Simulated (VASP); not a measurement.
# Ni (Fm-3m) in VASP: single point with PBE

Aim: the single point of Ni with PBE.

Everything below comes from runs of VASP 6.6.1. Logs are shortened: lines on timing, memory, paths and dates and some standing lists are left out, and cuts for length are marked.

## 1. The cell of the first run

Symmetry: Fm-3m, No. 225, cubic system. The conventional cell has a = 3.800 Å, b = 3.800 Å, c = 3.800 Å, α = 90.00°, β = 90.00°, γ = 90.00°. Within 3.5 Å of Ni (site symmetry m-3m) lie 12 Ni at 2.69 Å.

## 2. Single point, PBE, collinear spin, ferromagnetic start (strain +0.080 along x and y, +0.080 along z)

Contents of INCAR:

```
SYSTEM = Ni
  PREC = Accurate
  ENCUT = 520
  EDIFF = 1E-7
  ISMEAR = 0
  SIGMA = 0.15
  LREAL = .False.
  LASPH = .True.
  NELM = 150
  ALGO = Fast
  ISIF = 2
  LWAVE = .False.
  LCHARG = .False.
  ISPIN = 2
  MAGMOM = 0.75
  LORBIT = 11
  LMAXMIX = 4
  GGA = PE
  NBANDS = 15
```

Contents of KPOINTS:

```
Automatic mesh
0
Gamma
  30 30 30
  0 0 0
```

Contents of POSCAR:

```
Ni
1.0
    0.0000000000      1.9000015022      1.9000015022
    1.9000015022      0.0000000000      1.9000015022
    1.9000015022      1.9000015022      0.0000000000
Ni
1
Direct
    0.0000000000      0.0000000000      0.0000000000
```

Potentials or basis: VASP PAW PBE potentials, release 64 (Ni).

The run is started by

```
$ cat potpaw_PBE.64/Ni/POTCAR > POTCAR
$ mpirun -np 1 vasp_std > vasp.out
```

OUTCAR:

```text
SYSTEM = Ni
   PREC = Accurate
   ENCUT = 520
   EDIFF = 1E-7
   ISMEAR = 0
   LREAL = .False.
   LASPH = .True.
   NELM = 150
   ISIF = 2
   ISPIN = 2
   LORBIT = 11
   GGA = PE

 ion  position               nearest neighbor table
   1  0.000  0.000  0.000-

  LATTYP: Found a face centered cubic cell.
 ALAT       =     3.8000030044

  Lattice vectors:

 A1 = (   0.0000000000,   1.9000015022,   1.9000015022)
 A2 = (   1.9000015022,   0.0000000000,   1.9000015022)
 A3 = (   1.9000015022,   1.9000015022,   0.0000000000)

Analysis of symmetry for initial positions (statically):
=====================================================================
 Subroutine PRICEL returns:
 Original cell was already a primitive cell.

 Routine SETGRP: Setting up the symmetry group for a
 face centered cubic supercell.

 Subroutine GETGRP returns: Found 48 space group operations
 (whereof 48 operations were pure point group operations)
 out of a pool of 48 trial point group operations.

The static configuration has the point symmetry O_h .

Analysis of symmetry for dynamics (positions and initial velocities):
=====================================================================
 Subroutine PRICEL returns:
 Original cell was already a primitive cell.

 Routine SETGRP: Setting up the symmetry group for a
 face centered cubic supercell.

 Subroutine GETGRP returns: Found 48 space group operations
 (whereof 48 operations were pure point group operations)
 out of a pool of 48 trial point group operations.

The dynamic configuration has the point symmetry O_h .

Analysis of structural, dynamic, and magnetic symmetry:
=====================================================================
 Subroutine PRICEL returns:
 Original cell was already a primitive cell.

 Routine SETGRP: Setting up the symmetry group for a
 face centered cubic supercell.

 Subroutine GETGRP returns: Found 48 space group operations
 (whereof 48 operations were pure point group operations)
 out of a pool of 48 trial point group operations.

The overall configuration has the point symmetry O_h .

 Subroutine INISYM returns: Found 48 space group operations
 (whereof 48 operations are pure point group operations),
 and found     1 'primitive' translations

----------------------------------------------------------------------------------------

                                     Primitive cell

  volume of cell :      13.7180

  direct lattice vectors                    reciprocal lattice vectors
     0.000000000  1.900001502  1.900001502    -0.263157687  0.263157687  0.263157687
     1.900001502  0.000000000  1.900001502     0.263157687 -0.263157687  0.263157687
     1.900001502  1.900001502  0.000000000     0.263157687  0.263157687 -0.263157687

  length of vectors
     2.687007893  2.687007893  2.687007893     0.455802484  0.455802484  0.455802484

  position of ions in fractional coordinates (direct lattice)
     0.000000000  0.000000000  0.000000000

  ion indices of the primitive-cell ions
   primitive index   ion index
                 1           1

----------------------------------------------------------------------------------------

 KPOINTS: Automatic mesh

Automatic generation of k-mesh.
 Grid dimensions read from file:
 generate k-points for:   30   30   30

 Generating k-lattice:

  Cartesian coordinates                     Fractional coordinates (reciprocal lattice)
    -0.008771923  0.008771923  0.008771923     0.033333333  0.000000000  0.000000000
     0.008771923 -0.008771923  0.008771923     0.000000000  0.033333333  0.000000000
     0.008771923  0.008771923 -0.008771923     0.000000000  0.000000000  0.033333333

  Length of vectors
     0.015193416  0.015193416  0.015193416

  Shift w.r.t. Gamma in fractional coordinates (k-lattice)
     0.000000000  0.000000000  0.000000000

 Subroutine IBZKPT returns following result:
 ===========================================

 Found    752 irreducible k-points:

 Following reciprocal coordinates:
            Coordinates               Weight
  0.000000  0.000000  0.000000      1.000000
  0.033333  0.000000  0.000000      8.000000
  0.066667  0.000000  0.000000      8.000000
  0.100000  0.000000  0.000000      8.000000
  0.133333  0.000000  0.000000      8.000000
  0.166667  0.000000  0.000000      8.000000
[... 16 lines left out ...]
  0.233333  0.033333  0.000000     24.000000
  0.266667  0.033333  0.000000     24.000000
 [... further k-points ...]
   k-points           NKPTS =    752   k-points in BZ     NKDIM =    752   number of bands    NBANDS=     15
   number of dos      NEDOS =    301   number of ions     NIONS =      1
   total plane-waves  NPLWV =   8000
   dimension x,y,z NGX =    20 NGY =   20 NGZ =   20
   dimension x,y,z NGXF=    40 NGYF=   40 NGZF=   40
   ions per type =               1
   NGX,Y,Z   is equivalent  to a cutoff of  12.37, 12.37, 12.37 a.u.
   NGXF,Y,Z  is equivalent  to a cutoff of  24.75, 24.75, 24.75 a.u.
 SYSTEM =  Ni
   PREC   = accura    normal or accurate (medium, high low for compatibility)
   ISTART =      0    job   : 0-new  1-cont  2-samecut
   ICHARG =      2    charge: 1-file 2-atom 10-const
   ISPIN  =      2    spin polarized calculation?
   LNONCOLLINEAR =      F non collinear calculations
   LSORBIT =      F    spin-orbit coupling
   LASPH  =      T    aspherical Exc in radial PAW
   ENCUT  =  520.0 eV  38.22 Ry    6.18 a.u.   5.00  5.00  5.00*2*pi/ulx,y,z
   NELM   =    150;   NELMIN=  2; NELMDL= -5     # of ELM steps
   EDIFF  = 0.1E-06   stopping-criterion for ELM
   LREAL  =      F    real-space projection
   EDIFFG = 0.1E-05   stopping-criterion for IOM
   NSW    =      0    number of steps for IOM
   IBRION =     -1    ionic relax: 0-MD 1-quasi-New 2-CG
   NFREE  =      0    steps in history (QN), initial steepest desc. (CG)
   ISIF   =      2    stress and relaxation
   ISYM   =      2    0-nonsym 1-usesym 2-fastsym
   POTIM  = 0.5000    time-step for ionic-motion
   TEBEG  =    0.0;   TEEND  =   0.0 temperature during run
   PSTRESS=    0.0 pullay stress
   NELECT =      10.0000    total number of electrons
   NUPDOWN=      -1.0000    fix difference up-down
   EMIN   =  10.00;   EMAX   =-10.00  energy-range for DOS
   EFERMI =   0.00;   METHOD = LEGACY
   ISMEAR =     0;   SIGMA  =   0.15  broadening in eV -4-tet -1-fermi 0-gaus
   EFERMI_NEDOS =   21; number of points for ismear=-14 and -15
   IALGO  =     68    algorithm
   IMIX   =      4    mixing-type and parameters
     AMIX     =   0.40;   BMIX     =  1.00
     AMIX_MAG =   1.60;   BMIX_MAG =  1.00
  volume/ion in A,a.u.               =      13.72        92.57
  Fermi-wavevector in a.u.,A,eV,Ry     =   1.473367  2.784260 29.535661  2.170810
  Thomas-Fermi vector in A             =   2.588269
   LORBIT       =     11    0 simple, 1 ext, 2 COOP (PROOUT), +10 PAW based schemes
   GGA     = PE    functional components
   LHFCALC =     F    Hartree Fock is set to
   AEXX    =    0.0000 exact exchange contribution
   IVDW    =     0    specifies the selected vdW correction
   LEPSILON=     F    determine dielectric tensor
   LRPA    =     F    only Hartree local field effects (RPA)
 spin polarized calculation
 RMM-DIIS sequential band-by-band and
 Gauss-broadening in eV      SIGMA  =   0.15
  energy-cutoff  :      520.00
  volume of cell :       13.72
 maximum number of plane-waves:       380
   NGX =  9   NGY =  9   NGZ =  9

 number of electron      10.0000000 magnetization       0.7500000

 number of electron       9.9999991 magnetization       0.6917936

 Free energy of the ion-electron system (eV)
  ---------------------------------------------------
  ext. energy  EPLUGINS =         0.00000000
  ---------------------------------------------------
  free energy    TOTEN  =        -5.19794527 eV

  energy without entropy =       -5.17301345  energy(sigma->0) =       -5.18547936

 E-fermi :   6.4863     XC(G=0): -11.9439

 val. band max:        6.4860094018   @ k =  -0.3667   0.1000   0.0000
 cond. band min:       6.4865373272   @ k =  -0.2333   0.3667   0.1333
 fundamental gap:      0.0005279254
 Fermi energy:         6.4862643362

 spin component 1

 k-point     1 :       0.0000    0.0000    0.0000
  band No.  band energies     occupation
      1      -1.0386      1.00000
      2       4.4926      1.00000
      3       4.4926      1.00000
      4       4.4926      1.00000
      5       5.3611      1.00000
      6       5.3611      1.00000
      7      28.2167      0.00000
      8      30.3266      0.00000
      9      30.3266      0.00000
     10      30.3266      0.00000
     11      32.8298      0.00000
     12      32.8298      0.00000
     13      32.8298      0.00000
     14      36.0851      0.00000
     15      40.2826      0.00000

 k-point     2 :       0.0333    0.0000    0.0000
  band No.  band energies     occupation
      1      -1.0018      1.00000
      2       4.4851      1.00000
      3       4.4997      1.00000
      4       4.4997      1.00000
      5       5.3583      1.00000
      6       5.3583      1.00000
      7      28.0363      0.00000
      8      29.6806      0.00000
      9      30.1999      0.00000
     10      30.1999      0.00000
     11      33.0109      0.00000
     12      33.0109      0.00000
     13      33.4804      0.00000
     14      36.2467      0.00000
     15      39.8223      0.00000
[... 365 lines left out ...]
      3       4.6696      1.00000
      4       4.6734      1.00000
      5       5.3133      1.00000
      6       5.4166      1.00000
      7      19.9865      0.00000
      8      27.3748      0.00000
      9      27.7186      0.00000
     10      29.7861      0.00000
     11      32.6479      0.00000
     12      34.8924      0.00000
     13      34.9018      0.00000
     14      36.9001      0.00000
     15      38.6945      0.00000

 k-point    24 :       0.2667    0.0333    0.0000
  band No.  band energies     occupation
      1       0.9847      1.00000
      2       4.2790      1.00000
      3       4.6695      1.00000
      4       4.6767      1.00000
      5       5.3640      1.00000
      6       5.4636      1.00000
      7      18.4832      0.00000
      8      27.1339      0.00000
      9      27.5152      0.00000
     10      29.4360      0.00000
     11      32.2138      0.00000
     12      34.1911      0.00000
     13      34.7668      0.00000
     14      37.8345      0.00000
     15      39.6619      0.00000

 [... further k-points ...]

 spin component 2

 k-point     1 :       0.0000    0.0000    0.0000
  band No.  band energies     occupation
      1      -1.0938      1.00000
      2       5.3280      1.00000
      3       5.3280      1.00000
      4       5.3280      1.00000
      5       6.0004      1.00000
      6       6.0004      1.00000
      7      27.9976      0.00000
      8      30.3343      0.00000
      9      30.3343      0.00000
     10      30.3343      0.00000
     11      32.9035      0.00000
     12      32.9035      0.00000
     13      32.9035      0.00000
     14      35.9345      0.00000
     15      40.3975      0.00000

 k-point     2 :       0.0333    0.0000    0.0000
  band No.  band energies     occupation
      1      -1.0570      1.00000
      2       5.3191      1.00000
      3       5.3355      1.00000
      4       5.3355      1.00000
      5       5.9973      1.00000
      6       5.9973      1.00000
      7      27.8421      0.00000
      8      29.6872      0.00000
      9      30.2155      0.00000
     10      30.2155      0.00000
     11      33.0754      0.00000
     12      33.0754      0.00000
     13      33.5157      0.00000
     14      36.1177      0.00000
     15      39.9293      0.00000
[... 365 lines left out ...]
      3       5.4560      1.00000
      4       5.4656      1.00000
      5       6.0050      1.00000
      6       6.1114      0.99980
      7      20.0823      0.00000
      8      27.4526      0.00000
      9      27.6225      0.00000
     10      29.8151      0.00000
     11      32.6120      0.00000
     12      34.8718      0.00000
     13      34.8792      0.00000
     14      36.9635      0.00000
     15      38.7885      0.00000

 k-point    24 :       0.2667    0.0333    0.0000
  band No.  band energies     occupation
      1       0.9602      1.00000
      2       5.0114      1.00000
      3       5.4274      1.00000
      4       5.4448      1.00000
      5       6.0859      0.99992
      6       6.1858      0.99769
      7      18.6004      0.00000
      8      27.2144      0.00000
      9      27.4151      0.00000
     10      29.4773      0.00000
     11      32.1908      0.00000
     12      34.1849      0.00000
     13      34.7467      0.00000
     14      37.8953      0.00000
     15      39.7323      0.00000

 [... further k-points ...]

------------------------ aborting loop because EDIFF is reached ----------------------------------------

  FORCE on cell =-STRESS in cart. coord.  units (eV):
  Direction    XX          YY          ZZ          XY          YZ          ZX
  --------------------------------------------------------------------------------------
  -------------------------------------------------------------------------------------
  Total       -2.1728328     -2.1728328     -2.1728328     -0.0000000     -0.0000000     -0.0000000
  in kB     -253.7728004   -253.7728004   -253.7728004     -0.0000000     -0.0000000     -0.0000000
  external PRESSURE =    -253.7728004 kB  Pullay stress =       0.0000000 kB

 VOLUME and BASIS-vectors are now :
 -----------------------------------------------------------------------------
  energy-cutoff  :      520.00
  volume of cell :       13.72
      direct lattice vectors                 reciprocal lattice vectors
     0.000000000  1.900001502  1.900001502    -0.263157687  0.263157687  0.263157687
     1.900001502  0.000000000  1.900001502     0.263157687 -0.263157687  0.263157687
     1.900001502  1.900001502  0.000000000     0.263157687  0.263157687 -0.263157687

 POSITION                                       TOTAL-FORCE (eV/Angst)
 -----------------------------------------------------------------------------------
      0.00000      0.00000      0.00000        -0.000000      0.000000     -0.000000
 -----------------------------------------------------------------------------------
    total drift:                                0.000000      0.000000      0.000000

  FREE ENERGIE OF THE ION-ELECTRON SYSTEM (eV)
  ---------------------------------------------------
  free  energy   TOTEN  =        -5.1979452664 eV

  energy  without entropy=       -5.1730134495  energy(sigma->0) =       -5.18547936

 total charge

# of ion       s       p       d       tot
------------------------------------------
    1        0.414   0.326   8.247   8.987

 magnetization (x)

# of ion       s       p       d       tot
------------------------------------------
    1       -0.006  -0.023   0.755   0.726
```

It took 3.2 min on 1 thread of Intel Xeon Platinum 8488C (Sapphire Rapids), shared host; peak memory 0.32 GiB.

What came out:

```yaml
Free_energy: -5.1979 eV
Pressure: -25.4 GPa
Net_moment: 0.69 μB per cell
Site_moments: Ni +0.73 μB
Valence_electrons_inside_the_program's_atomic_spheres: Ni 8.99
```

Caveat: the cell differs from its parent crystal (strain +0.080 along x and y, +0.080 along z); the cell stands under tension.
